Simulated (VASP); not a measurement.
# NaI (Fm-3m) in VASP: notebook

NaI is run at these levels: PBE; tasks: electric field gradients.

All numbers are computed with VASP 6.6.1; they aren't measurements. Logs are shortened: lines on timing, memory, paths and dates and some standing lists are left out, and cuts for length are marked.

### 1 The cell of the first run

Symmetry: Fm-3m, No. 225, cubic system. The conventional cell has a = 6.342 Å, b = 6.342 Å, c = 6.342 Å, α = 90.00°, β = 90.00°, γ = 90.00°. Na (site symmetry m-3m) has 6 I at 3.17 Å within 4.2 Å. Within 4.2 Å of I (site symmetry m-3m) lie 6 Na at 3.17 Å.

### 2 Electric field gradients, PBE (31.88 Å³/atom)

INCAR

```
SYSTEM = NaI
PREC     = Accurate       ! precision mode
ENCUT    = 520            ! plane-wave cutoff, eV
EDIFF    = 1E-8           ! SCF threshold, eV
ISMEAR   = -1             ! smearing method
SIGMA    = 0.02           ! smearing width, eV
LREAL    = .FALSE.        ! projectors in reciprocal space
LASPH    = .TRUE.         ! aspherical terms in the spheres
NELM     = 80             ! most SCF steps
ALGO     = Normal         ! electronic algorithm
ISIF     = 2              ! what is computed and relaxed
LWAVE    = .FALSE.        ! write WAVECAR
LCHARG   = .FALSE.        ! write CHGCAR
GGA      = PE             ! functional
LEFG     = .TRUE.       
NBANDS   = 14             ! bands
```

KPOINTS

```
regular mesh
0
G
  8 8 8
  0 0 0
```

POSCAR

```
NaI
1.0
    0.0000000000      3.1708944983      3.1708944983
    3.1708944983      0.0000000000      3.1708944983
    3.1708944983      3.1708944983      0.0000000000
Na I
1 1
Direct
    0.0000000000      0.0000000000      0.0000000000
    0.5000000000      0.5000000000      0.5000000000
```

Potentials or basis: VASP PAW PBE potentials, release 64 (Na_pv, I).

Command:

```console
$ cat potpaw_PBE.64/Na_pv/POTCAR potpaw_PBE.64/I/POTCAR > POTCAR
$ mpirun -np 1 vasp_std > vasp.out
```

OUTCAR:

```text
SYSTEM = NaI
   PREC = Accurate
   ENCUT = 520
   EDIFF = 1E-8
   ISMEAR = -1
   LREAL = .FALSE.
   LASPH = .TRUE.
   NELM = 80
   ISIF = 2
   GGA = PE

 ion  position               nearest neighbor table
   1  0.000  0.000  0.000-   2 3.17   2 3.17   2 3.17   2 3.17   2 3.17   2 3.17
   2  0.500  0.500  0.500-   1 3.17   1 3.17   1 3.17   1 3.17   1 3.17   1 3.17

  LATTYP: Found a face centered cubic cell.
 ALAT       =     6.3417889966

  Lattice vectors:

 A1 = (   0.0000000000,   3.1708944983,   3.1708944983)
 A2 = (   3.1708944983,   0.0000000000,   3.1708944983)
 A3 = (   3.1708944983,   3.1708944983,   0.0000000000)

Analysis of symmetry for initial positions (statically):
=====================================================================
 Subroutine PRICEL returns:
 Original cell was already a primitive cell.

 Routine SETGRP: Setting up the symmetry group for a
 face centered cubic supercell.

 Subroutine GETGRP returns: Found 48 space group operations
 (whereof 48 operations were pure point group operations)
 out of a pool of 48 trial point group operations.

The static configuration has the point symmetry O_h .

Analysis of symmetry for dynamics (positions and initial velocities):
=====================================================================
 Subroutine PRICEL returns:
 Original cell was already a primitive cell.

 Routine SETGRP: Setting up the symmetry group for a
 face centered cubic supercell.

 Subroutine GETGRP returns: Found 48 space group operations
 (whereof 48 operations were pure point group operations)
 out of a pool of 48 trial point group operations.

The dynamic configuration has the point symmetry O_h .

 Subroutine INISYM returns: Found 48 space group operations
 (whereof 48 operations are pure point group operations),
 and found     1 'primitive' translations

----------------------------------------------------------------------------------------

                                     Primitive cell

  volume of cell :      63.7640

  direct lattice vectors                    reciprocal lattice vectors
     0.000000000  3.170894498  3.170894498    -0.157684212  0.157684212  0.157684212
     3.170894498  0.000000000  3.170894498     0.157684212 -0.157684212  0.157684212
     3.170894498  3.170894498  0.000000000     0.157684212  0.157684212 -0.157684212

  length of vectors
     4.484322004  4.484322004  4.484322004     0.273117067  0.273117067  0.273117067

  position of ions in fractional coordinates (direct lattice)
     0.000000000  0.000000000  0.000000000
     0.500000000  0.500000000  0.500000000

  ion indices of the primitive-cell ions
   primitive index   ion index
                 1           1
                 2           2

----------------------------------------------------------------------------------------

 KPOINTS: regular mesh

Automatic generation of k-mesh.
 Grid dimensions read from file:
 generate k-points for:    8    8    8

 Generating k-lattice:

  Cartesian coordinates                     Fractional coordinates (reciprocal lattice)
    -0.019710526  0.019710526  0.019710526     0.125000000  0.000000000  0.000000000
     0.019710526 -0.019710526  0.019710526     0.000000000  0.125000000  0.000000000
     0.019710526  0.019710526 -0.019710526     0.000000000  0.000000000  0.125000000

  Length of vectors
     0.034139633  0.034139633  0.034139633

  Shift w.r.t. Gamma in fractional coordinates (k-lattice)
     0.000000000  0.000000000  0.000000000

 Subroutine IBZKPT returns following result:
 ===========================================

 Found     29 irreducible k-points:

 Following reciprocal coordinates:
            Coordinates               Weight
  0.000000  0.000000  0.000000      1.000000
  0.125000  0.000000  0.000000      8.000000
  0.250000  0.000000  0.000000      8.000000
  0.375000  0.000000  0.000000      8.000000
  0.500000  0.000000  0.000000      4.000000
  0.125000  0.125000  0.000000      6.000000
[... 16 lines left out ...]
  0.500000  0.250000  0.125000     48.000000
 -0.375000  0.250000  0.125000     24.000000
 [... further k-points ...]
   k-points           NKPTS =     29   k-points in BZ     NKDIM =     29   number of bands    NBANDS=     14
   number of dos      NEDOS =    301   number of ions     NIONS =      2
   total plane-waves  NPLWV =  46656
   dimension x,y,z NGX =    36 NGY =   36 NGZ =   36
   dimension x,y,z NGXF=    72 NGYF=   72 NGZF=   72
   ions per type =               1   1
   NGX,Y,Z   is equivalent  to a cutoff of  13.35, 13.35, 13.35 a.u.
   NGXF,Y,Z  is equivalent  to a cutoff of  26.69, 26.69, 26.69 a.u.
 SYSTEM =  NaI
   PREC   = accura    normal or accurate (medium, high low for compatibility)
   ISTART =      0    job   : 0-new  1-cont  2-samecut
   ICHARG =      2    charge: 1-file 2-atom 10-const
   ISPIN  =      1    spin polarized calculation?
   LNONCOLLINEAR =      F non collinear calculations
   LSORBIT =      F    spin-orbit coupling
   LASPH  =      T    aspherical Exc in radial PAW
   ENCUT  =  520.0 eV  38.22 Ry    6.18 a.u.   8.34  8.34  8.34*2*pi/ulx,y,z
   NELM   =     80;   NELMIN=  2; NELMDL= -5     # of ELM steps
   EDIFF  = 0.1E-07   stopping-criterion for ELM
   LREAL  =      F    real-space projection
   EDIFFG = 0.1E-06   stopping-criterion for IOM
   NSW    =      0    number of steps for IOM
   IBRION =     -1    ionic relax: 0-MD 1-quasi-New 2-CG
   NFREE  =      0    steps in history (QN), initial steepest desc. (CG)
   ISIF   =      2    stress and relaxation
   ISYM   =      2    0-nonsym 1-usesym 2-fastsym
   POTIM  = 0.5000    time-step for ionic-motion
   TEBEG  =    0.0;   TEEND  =   0.0 temperature during run
   PSTRESS=    0.0 pullay stress
   NELECT =      14.0000    total number of electrons
   NUPDOWN=      -1.0000    fix difference up-down
   EMIN   =  10.00;   EMAX   =-10.00  energy-range for DOS
   EFERMI =   0.00;   METHOD = LEGACY
   ISMEAR =    -1;   SIGMA  =   0.02  broadening in eV -4-tet -1-fermi 0-gaus
   EFERMI_NEDOS =   21; number of points for ismear=-14 and -15
   IALGO  =     38    algorithm
   IMIX   =      4    mixing-type and parameters
     AMIX     =   0.40;   BMIX     =  1.00
     AMIX_MAG =   1.60;   BMIX_MAG =  1.00
  volume/ion in A,a.u.               =      31.88       215.15
  Fermi-wavevector in a.u.,A,eV,Ry     =   0.987626  1.866342 13.271184  0.975405
  Thomas-Fermi vector in A             =   2.119093
   LORBIT       =      0    0 simple, 1 ext, 2 COOP (PROOUT), +10 PAW based schemes
   GGA     = PE    functional components
   LHFCALC =     F    Hartree Fock is set to
   AEXX    =    0.0000 exact exchange contribution
   IVDW    =     0    specifies the selected vdW correction
   LEPSILON=     F    determine dielectric tensor
   LRPA    =     F    only Hartree local field effects (RPA)
 non-spin polarized calculation
  energy-cutoff  :      520.00
  volume of cell :       63.76
 maximum number of plane-waves:      1759
 NGX is ok and might be reduce to    36
   NGX = 17   NGY = 17   NGZ = 17

 number of electron      14.0000005 magnetization

 Free energy of the ion-electron system (eV)
  ---------------------------------------------------
  ext. energy  EPLUGINS =         0.00000000
  ---------------------------------------------------
  free energy    TOTEN  =        -5.35961353 eV

  energy without entropy =       -5.35961353  energy(sigma->0) =       -5.35961353

 E-fermi :   1.7417     XC(G=0):  -7.9544

 val. band max:        1.2507518425   @ k =   0.0000   0.0000   0.0000
 cond. band min:       5.0639644911   @ k =   0.0000   0.0000   0.0000
 fundamental gap:      3.8132126487
 Fermi energy:         1.7416966313

 k-point     1 :       0.0000    0.0000    0.0000
  band No.  band energies     occupation
      1     -21.1254      2.00000
      2     -21.1254      2.00000
      3     -21.1254      2.00000
      4      -9.9345      2.00000
      5       1.2508      2.00000
      6       1.2508      2.00000
      7       1.2508      2.00000
      8       5.0640      0.00000
      9       9.1758      0.00000
     10       9.1758      0.00000
     11       9.1758      0.00000
     12      11.0979      0.00000
     13      11.0979      0.00000
     14      11.7221      0.00000
[... 375 lines left out ...]
 k-point    24 :      -0.3750    0.2500    0.1250
  band No.  band energies     occupation
      1     -21.1314      2.00000
      2     -21.1275      2.00000
      3     -21.1264      2.00000
      4      -9.5068      2.00000
      5      -0.8605      2.00000
      6       0.2272      2.00000
      7       0.7019      2.00000
      8       7.4562      0.00000
      9       7.6419      0.00000
     10       9.6433      0.00000
     11       9.7447      0.00000
     12      11.9102      0.00000
     13      12.9967      0.00000
     14      14.1630      0.00000

 [... further k-points ...]
[... 5 lines left out ...]
  --------------------------------------------------------------------------------------
  -------------------------------------------------------------------------------------
  Total        0.6541065      0.6541065      0.6541065      0.0000000      0.0000000      0.0000000
  in kB       16.4355284     16.4355284     16.4355284      0.0000000      0.0000000      0.0000000
  external PRESSURE =      16.4355284 kB  Pullay stress =       0.0000000 kB

 VOLUME and BASIS-vectors are now :
 -----------------------------------------------------------------------------
  energy-cutoff  :      520.00
  volume of cell :       63.76
      direct lattice vectors                 reciprocal lattice vectors
     0.000000000  3.170894498  3.170894498    -0.157684212  0.157684212  0.157684212
     3.170894498  0.000000000  3.170894498     0.157684212 -0.157684212  0.157684212
     3.170894498  3.170894498  0.000000000     0.157684212  0.157684212 -0.157684212

 POSITION                                       TOTAL-FORCE (eV/Angst)
 -----------------------------------------------------------------------------------
      0.00000      0.00000      0.00000        -0.000000      0.000000      0.000000
      3.17089      3.17089      3.17089         0.000000     -0.000000     -0.000000
 -----------------------------------------------------------------------------------
    total drift:                                0.000000      0.000000      0.000000

  FREE ENERGIE OF THE ION-ELECTRON SYSTEM (eV)
  ---------------------------------------------------
  free  energy   TOTEN  =        -5.3596135339 eV

  energy  without entropy=       -5.3596135339  energy(sigma->0) =       -5.35961353

 Electric field gradients (V/A^2)
---------------------------------------------------------------------
 ion       V_xx      V_yy      V_zz      V_xy      V_xz      V_yz
---------------------------------------------------------------------
   1      -0.000     0.000    -0.000     0.003     0.003     0.003
   2      -0.000    -0.000     0.000     0.000     0.000     0.000
---------------------------------------------------------------------

 Electric field gradients after diagonalization (V/A^2)
 (convention: |V_zz| > |V_xx| > |V_yy|)
----------------------------------------------------------------------
 ion       V_xx      V_yy      V_zz     asymmetry (V_yy - V_xx)/ V_zz
----------------------------------------------------------------------
   1      -0.003    -0.003     0.005       0.000
   2      -0.000    -0.000     0.000       0.000
----------------------------------------------------------------------

           NMR quadrupolar parameters

 Cq : quadrupolar parameter    Cq=e*Q*V_zz/h
 eta: asymmetry parameters     (V_yy - V_xx)/ V_zz
 Q  : nuclear electric quadrupole moment in mb (millibarn)
----------------------------------------------------------------------
 ion       Cq(MHz)       eta       Q (mb)
----------------------------------------------------------------------
   1       0.000       0.000       1.000
   2       0.000       0.000       1.000
----------------------------------------------------------------------
```

Run time: 58 s. Hardware: 1 thread of Intel Xeon 8259CL, shared host; peak memory 0.21 GiB.

Results:

* Free energy: -5.3596 eV
* Pressure: 1.6 GPa
* Band gap on the k mesh: 3.81 eV
* Largest electric field gradient by atom: under 0.05 V/Å² on every atom

Caveat: spin-orbit coupling is left out, which moves the levels of the heavy elements.

### 3 Electric field gradients, PBE (31.88 Å³/atom)

INCAR

```
PREC = Accurate
ENCUT = 520
EDIFF = 1E-8
ISMEAR = -1
SIGMA = 0.02
LREAL = F
LASPH = T
NELM = 60
ALGO = Normal
ISIF = 2
LWAVE = F
LCHARG = F
GGA = PE
LEFG = T
NBANDS = 14
```

KPOINTS

```
regular mesh
0
Gamma
  8 8 8
```

POSCAR is that of step 2.

Potentials or basis: VASP PAW PBE potentials, release 64 (Na_pv, I).

Command:

```console
$ cat potpaw_PBE.64/Na_pv/POTCAR potpaw_PBE.64/I/POTCAR > POTCAR
$ mpirun -np 1 vasp_std > vasp.out
```

OUTCAR:

```text
PREC = Accurate
   ENCUT = 520
   EDIFF = 1E-8
   ISMEAR = -1
   LREAL = F
   LASPH = T
   NELM = 60
   ISIF = 2
   GGA = PE

 ion  position               nearest neighbor table
   1  0.000  0.000  0.000-   2 3.17   2 3.17   2 3.17   2 3.17   2 3.17   2 3.17
   2  0.500  0.500  0.500-   1 3.17   1 3.17   1 3.17   1 3.17   1 3.17   1 3.17

  LATTYP: Found a face centered cubic cell.
 ALAT       =     6.3417889966

  Lattice vectors:

 A1 = (   0.0000000000,   3.1708944983,   3.1708944983)
 A2 = (   3.1708944983,   0.0000000000,   3.1708944983)
 A3 = (   3.1708944983,   3.1708944983,   0.0000000000)

Analysis of symmetry for initial positions (statically):
=====================================================================
 Subroutine PRICEL returns:
 Original cell was already a primitive cell.

 Routine SETGRP: Setting up the symmetry group for a
 face centered cubic supercell.

 Subroutine GETGRP returns: Found 48 space group operations
 (whereof 48 operations were pure point group operations)
 out of a pool of 48 trial point group operations.

The static configuration has the point symmetry O_h .

Analysis of symmetry for dynamics (positions and initial velocities):
=====================================================================
 Subroutine PRICEL returns:
 Original cell was already a primitive cell.

 Routine SETGRP: Setting up the symmetry group for a
 face centered cubic supercell.

 Subroutine GETGRP returns: Found 48 space group operations
 (whereof 48 operations were pure point group operations)
 out of a pool of 48 trial point group operations.

The dynamic configuration has the point symmetry O_h .

 Subroutine INISYM returns: Found 48 space group operations
[... 167 lines left out ...]
     14      11.7221      0.00000
[... 377 lines left out ...]
      1     -21.1314      2.00000
      2     -21.1275      2.00000
      3     -21.1264      2.00000
      4      -9.5068      2.00000
      5      -0.8605      2.00000
      6       0.2272      2.00000
      7       0.7019      2.00000
      8       7.4562      0.00000
      9       7.6419      0.00000
     10       9.6433      0.00000
     11       9.7447      0.00000
     12      11.9102      0.00000
     13      12.9967      0.00000
     14      14.1630      0.00000

 [... further k-points ...]
[... 5 lines left out ...]
  --------------------------------------------------------------------------------------
  -------------------------------------------------------------------------------------
  Total        0.6541065      0.6541065      0.6541065      0.0000000      0.0000000      0.0000000
  in kB       16.4355284     16.4355284     16.4355284      0.0000000      0.0000000      0.0000000
  external PRESSURE =      16.4355284 kB  Pullay stress =       0.0000000 kB

 VOLUME and BASIS-vectors are now :
 -----------------------------------------------------------------------------
  energy-cutoff  :      520.00
  volume of cell :       63.76
      direct lattice vectors                 reciprocal lattice vectors
     0.000000000  3.170894498  3.170894498    -0.157684212  0.157684212  0.157684212
     3.170894498  0.000000000  3.170894498     0.157684212 -0.157684212  0.157684212
     3.170894498  3.170894498  0.000000000     0.157684212  0.157684212 -0.157684212

 POSITION                                       TOTAL-FORCE (eV/Angst)
 -----------------------------------------------------------------------------------
      0.00000      0.00000      0.00000        -0.000000      0.000000      0.000000
      3.17089      3.17089      3.17089         0.000000     -0.000000     -0.000000
 -----------------------------------------------------------------------------------
    total drift:                                0.000000      0.000000      0.000000

  FREE ENERGIE OF THE ION-ELECTRON SYSTEM (eV)
  ---------------------------------------------------
  free  energy   TOTEN  =        -5.3596135339 eV

  energy  without entropy=       -5.3596135339  energy(sigma->0) =       -5.35961353

 Electric field gradients (V/A^2)
---------------------------------------------------------------------
 ion       V_xx      V_yy      V_zz      V_xy      V_xz      V_yz
---------------------------------------------------------------------
   1      -0.000     0.000    -0.000     0.003     0.003     0.003
   2      -0.000    -0.000     0.000     0.000     0.000     0.000
---------------------------------------------------------------------

 Electric field gradients after diagonalization (V/A^2)
 (convention: |V_zz| > |V_xx| > |V_yy|)
----------------------------------------------------------------------
 ion       V_xx      V_yy      V_zz     asymmetry (V_yy - V_xx)/ V_zz
----------------------------------------------------------------------
   1      -0.003    -0.003     0.005       0.000
   2      -0.000    -0.000     0.000       0.000
----------------------------------------------------------------------

           NMR quadrupolar parameters

 Cq : quadrupolar parameter    Cq=e*Q*V_zz/h
 eta: asymmetry parameters     (V_yy - V_xx)/ V_zz
 Q  : nuclear electric quadrupole moment in mb (millibarn)
----------------------------------------------------------------------
 ion       Cq(MHz)       eta       Q (mb)
----------------------------------------------------------------------
   1       0.000       0.000       1.000
   2       0.000       0.000       1.000
----------------------------------------------------------------------
```

stdout:

```text
POSCAR found type information on POSCAR NaI
 POSCAR found :  2 types and       2 ions
 scaLAPACK will be used
 LDA part: xc-table for (Slater+PW92), standard interpolation
 POSCAR, INCAR and KPOINTS ok, starting setup
 FFT: planning ... GRIDC
 FFT: planning ... GRID_SOFT
 FFT: planning ... GRID
 WAVECAR not read
 entering main loop
ion   1

ion   2
```

It took 58 s on 1 thread of Intel Xeon 8259CL, shared host; peak memory 0.21 GiB.

Results:

* Free energy: -5.3596 eV
* Pressure: 1.6 GPa
* Band gap on the k mesh: 3.81 eV
* Largest electric field gradient by atom: under 0.05 V/Å² on every atom

Caveat: spin-orbit coupling is left out, which moves the levels of the heavy elements.

[end of part 1 of 2]
